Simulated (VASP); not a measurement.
# MgO (P6_3mc) in VASP: further runs

Runs on MgO. Level: PBE. Tasks: single point.

Program: VASP 6.6.1. These are calculated values, not measurements. Logs are shortened: lines on timing, memory, paths and dates and some standing lists are left out, and cuts for length are marked.

## 1. The cell of the first run

Symmetry: P6_3mc, No. 186, hexagonal system. Conventional cell: a = 3.315 Å, b = 3.315 Å, c = 5.118 Å, α = 90.00°, β = 90.00°, γ = 120.00°. Mg (site symmetry 3m) has 4 O at 1.99 to 2.01 Å within 2.6 Å. Within 2.6 Å of O (site symmetry 3m) lie 4 Mg at 1.99 to 2.01 Å.

## 2. Single point, PBE

INCAR

```
PREC     = Accurate       # precision mode
ENCUT    = 520            # plane-wave cutoff, eV
EDIFF    = 1E-7           # SCF threshold, eV
ISMEAR   = 0              # smearing method
SIGMA    = 0.02           # smearing width, eV
LREAL    = F              # projectors in reciprocal space
LASPH    = T              # aspherical terms in the spheres
NELM     = 60             # most SCF steps
ALGO     = Normal         # electronic algorithm
ISIF     = 2              # what is computed and relaxed
LWAVE    = F              # write WAVECAR
LCHARG   = T              # write CHGCAR
GGA      = PE             # functional
LELF     = T              # ELF
LVHAR    = T            
NBANDS   = 16             # bands
```

KPOINTS

```
Automatic mesh
0
Gamma
  12 12 6
```

POSCAR

```
MgO
1.0
    3.3150785077      0.0000000000      0.0000000000
   -1.6575392538      2.8709422032      0.0000000000
    0.0000000000      0.0000000000      5.1182377532
Mg O
2 2
Direct
    0.3333333333      0.6666666667      0.0061939067
    0.6666666667      0.3333333333      0.5061939067
    0.3333333333      0.6666666667      0.3984060833
    0.6666666667      0.3333333333      0.8984060833
```

Potentials or basis: VASP PAW PBE potentials, release 64 (Mg, O).

On the command line:

```console
$ cat potpaw_PBE.64/Mg/POTCAR potpaw_PBE.64/O/POTCAR > POTCAR
$ mpirun -np 1 vasp_std > vasp.out
```

OUTCAR:

```text
PREC = Accurate
   ENCUT = 520
   EDIFF = 1E-7
   ISMEAR = 0
   LREAL = F
   LASPH = T
   NELM = 60
   ISIF = 2
   GGA = PE

 ion  position               nearest neighbor table
   1  0.333  0.667  0.006-   4 1.99   4 1.99   4 1.99   3 2.01   2 3.20   2 3.20   2 3.20   2 3.20
                             2 3.20   2 3.20
   2  0.667  0.333  0.506-   3 1.99   3 1.99   3 1.99   4 2.01   1 3.20   1 3.20   1 3.20   1 3.20
                             1 3.20   1 3.20
   3  0.333  0.667  0.398-   2 1.99   2 1.99   2 1.99   1 2.01
   4  0.667  0.333  0.898-   1 1.99   1 1.99   1 1.99   2 2.01

  LATTYP: Found a hexagonal cell.
 ALAT       =     3.3150785077
 C/A-ratio  =     1.5439265590

  Lattice vectors:

 A1 = (   3.3150785077,   0.0000000000,   0.0000000000)
 A2 = (  -1.6575392538,   2.8709422032,   0.0000000000)
 A3 = (   0.0000000000,   0.0000000000,   5.1182377532)

Analysis of symmetry for initial positions (statically):
=====================================================================
 Subroutine PRICEL returns:
 Original cell was already a primitive cell.

 Routine SETGRP: Setting up the symmetry group for a
 hexagonal supercell.

 Subroutine GETGRP returns: Found 12 space group operations
 (whereof  6 operations were pure point group operations)
 out of a pool of 24 trial point group operations.

The static configuration has the point symmetry C_3v.
 The point group associated with its full space group is C_6v.

Analysis of symmetry for dynamics (positions and initial velocities):
=====================================================================
 Subroutine PRICEL returns:
 Original cell was already a primitive cell.

 Routine SETGRP: Setting up the symmetry group for a
 hexagonal supercell.

 Subroutine GETGRP returns: Found 12 space group operations
 (whereof  6 operations were pure point group operations)
 out of a pool of 24 trial point group operations.

The dynamic configuration has the point symmetry C_3v.
 The point group associated with its full space group is C_6v.

 Subroutine INISYM returns: Found 12 space group operations
 (whereof  6 operations are pure point group operations),
 and found     1 'primitive' translations

----------------------------------------------------------------------------------------

                                     Primitive cell

[... 95 lines left out ...]
   LREAL  =      F    real-space projection
   EDIFFG = 0.1E-05   stopping-criterion for IOM
   NSW    =      0    number of steps for IOM
   IBRION =     -1    ionic relax: 0-MD 1-quasi-New 2-CG
   NFREE  =      0    steps in history (QN), initial steepest desc. (CG)
   ISIF   =      2    stress and relaxation
   ISYM   =      2    0-nonsym 1-usesym 2-fastsym
   POTIM  = 0.5000    time-step for ionic-motion
   TEBEG  =    0.0;   TEEND  =   0.0 temperature during run
   PSTRESS=    0.0 pullay stress
   NELECT =      16.0000    total number of electrons
   NUPDOWN=      -1.0000    fix difference up-down
   EMIN   =  10.00;   EMAX   =-10.00  energy-range for DOS
   EFERMI =   0.00;   METHOD = LEGACY
   ISMEAR =     0;   SIGMA  =   0.02  broadening in eV -4-tet -1-fermi 0-gaus
   EFERMI_NEDOS =   21; number of points for ismear=-14 and -15
   IALGO  =     38    algorithm
   IMIX   =      4    mixing-type and parameters
     AMIX     =   0.40;   BMIX     =  1.00
     AMIX_MAG =   1.60;   BMIX_MAG =  1.00
  volume/ion in A,a.u.               =      12.18        82.18
  Fermi-wavevector in a.u.,A,eV,Ry     =   1.129541  2.134523 17.359162  1.275862
  Thomas-Fermi vector in A             =   2.266235
   LORBIT       =      0    0 simple, 1 ext, 2 COOP (PROOUT), +10 PAW based schemes
   GGA     = PE    functional components
   LHFCALC =     F    Hartree Fock is set to
   AEXX    =    0.0000 exact exchange contribution
   IVDW    =     0    specifies the selected vdW correction
   LEPSILON=     F    determine dielectric tensor
   LRPA    =     F    only Hartree local field effects (RPA)
 non-spin polarized calculation
 Gauss-broadening in eV      SIGMA  =   0.02
  energy-cutoff  :      520.00
  volume of cell :       48.71
 maximum number of plane-waves:      1339
 NGX is ok and might be reduce to    28
   NGX = 13   NGY = 13   NGZ = 19

 number of electron      16.0000002 magnetization

 Free energy of the ion-electron system (eV)
  ---------------------------------------------------
  ext. energy  EPLUGINS =         0.00000000
  ---------------------------------------------------
  free energy    TOTEN  =       -23.53497528 eV

  energy without entropy =      -23.53497528  energy(sigma->0) =      -23.53497528

 E-fermi :   0.9778     XC(G=0):  -9.6073

 val. band max:        0.8895018487   @ k =   0.0000   0.0000   0.0000
 cond. band min:       4.2821262589   @ k =   0.0000   0.0000   0.0000
 fundamental gap:      3.3926244102
 Fermi energy:         0.9777938710

 k-point     1 :       0.0000    0.0000    0.0000
  band No.  band energies     occupation
      1     -15.1891      2.00000
      2     -14.4675      2.00000
      3      -2.2455      2.00000
      4       0.2833      2.00000
      5       0.2833      2.00000
      6       0.5779      2.00000
[... 433 lines left out ...]
      3      -1.7393      2.00000
      4      -1.2980      2.00000
      5      -0.7117      2.00000
      6      -0.0888      2.00000
[... 8 lines left out ...]
     15      15.3539      0.00000
     16      16.3775      0.00000

 [... further k-points ...]

------------------------ aborting loop because EDIFF is reached ----------------------------------------

  FORCE on cell =-STRESS in cart. coord.  units (eV):
  Direction    XX          YY          ZZ          XY          YZ          ZX
  --------------------------------------------------------------------------------------
  -------------------------------------------------------------------------------------
  Total       -0.1135774     -0.1135774     -0.1122403     -0.0000000      0.0000000     -0.0000000
  in kB       -3.7356292     -3.7356292     -3.6916529     -0.0000000      0.0000000     -0.0000000
  external PRESSURE =      -3.7209705 kB  Pullay stress =       0.0000000 kB

 VOLUME and BASIS-vectors are now :
 -----------------------------------------------------------------------------
  energy-cutoff  :      520.00
  volume of cell :       48.71
      direct lattice vectors                 reciprocal lattice vectors
     3.315078508  0.000000000  0.000000000     0.301651981  0.174158853  0.000000000
    -1.657539254  2.870942203  0.000000000     0.000000000  0.348317705  0.000000000
     0.000000000  0.000000000  5.118237753     0.000000000  0.000000000  0.195379748

 POSITION                                       TOTAL-FORCE (eV/Angst)
 -----------------------------------------------------------------------------------
     -0.00000      1.91396      0.03170         0.000000     -0.000000      0.004398
      1.65754      0.95698      2.59082         0.000000      0.000000      0.004398
     -0.00000      1.91396      2.03914        -0.000000      0.000000     -0.004398
      1.65754      0.95698      4.59826         0.000000     -0.000000     -0.004398
 -----------------------------------------------------------------------------------
    total drift:                               -0.000000     -0.000000     -0.001551

  FREE ENERGIE OF THE ION-ELECTRON SYSTEM (eV)
  ---------------------------------------------------
  free  energy   TOTEN  =       -23.5349752782 eV

  energy  without entropy=      -23.5349752782  energy(sigma->0) =      -23.53497528
```

Wall time 2.4 min (1 thread of Intel Xeon 8259CL, shared host); peak memory 0.21 GiB.

Results:

- Free energy: -23.5350 eV
- Pressure: -0.4 GPa
- Largest force: 0.004 eV/Å
- Band gap on the k mesh: 3.39 eV

Forces in eV/Å, atoms in the order of the input:
```
Mg   0.000  0.000  0.004
Mg   0.000  0.000  0.004
O    0.000  0.000 -0.004
O    0.000  0.000 -0.004
```

A k mesh can miss the band edges.

## 3. Single point, PBE

INCAR

```
SYSTEM = MgO
PREC = Accurate
ENCUT = 520
EDIFF = 1E-7
ISMEAR = 0
SIGMA = 0.02
LREAL = .FALSE.
LASPH = .TRUE.
NELM = 80
ALGO = Normal
ISIF = 2
LWAVE = .FALSE.
LCHARG = .FALSE.
GGA = PE
NBANDS = 16
```

KPOINTS

```
Automatic mesh
0
G
  12 12 6
  0 0 0
```

POSCAR is that of step 2.

Potentials or basis: VASP PAW PBE potentials, release 64 (Mg, O).

On the command line:

```console
$ cat potpaw_PBE.64/Mg/POTCAR potpaw_PBE.64/O/POTCAR > POTCAR
$ mpirun -np 1 vasp_std > vasp.out
```

Wall time 2.3 min (1 thread of Intel Xeon 8259CL, shared host); peak memory 0.21 GiB.

Results (log left out):

```yaml
Free_energy: -23.5350 eV
Pressure: -0.4 GPa
Largest_force: 0.004 eV/Å
Band_gap_on_the_k_mesh: 3.39 eV
```

Forces on the atoms (eV/Å):
```
Mg   0.000  0.000  0.004
Mg   0.000  0.000  0.004
O    0.000  0.000 -0.004
O    0.000  0.000 -0.004
```

Levels at points of the mesh, in eV from the valence-band top:
| k point | band 5 | band 6 | band 7 | band 8 | band 9 | band 10 | band 11 | band 12 |
| --- | --- | --- | --- | --- | --- | --- | --- | --- |
| (0.00, 0.00, 0.00) | -0.61 | -0.31 | -0.31 | 0.00 | 3.39 | 8.35 | 10.03 | 14.15 |
| (0.50, 0.00, 0.00) | -1.62 | -1.13 | -0.75 | -0.42 | 7.78 | 7.93 | 9.09 | 10.58 |
| (0.00, 0.00, 0.50) | -0.46 | -0.46 | -0.46 | -0.46 | 5.83 | 5.83 | 12.88 | 12.88 |
| (0.50, 0.00, 0.50) | -0.80 | -0.80 | -0.66 | -0.66 | 7.31 | 7.31 | 10.64 | 10.64 |
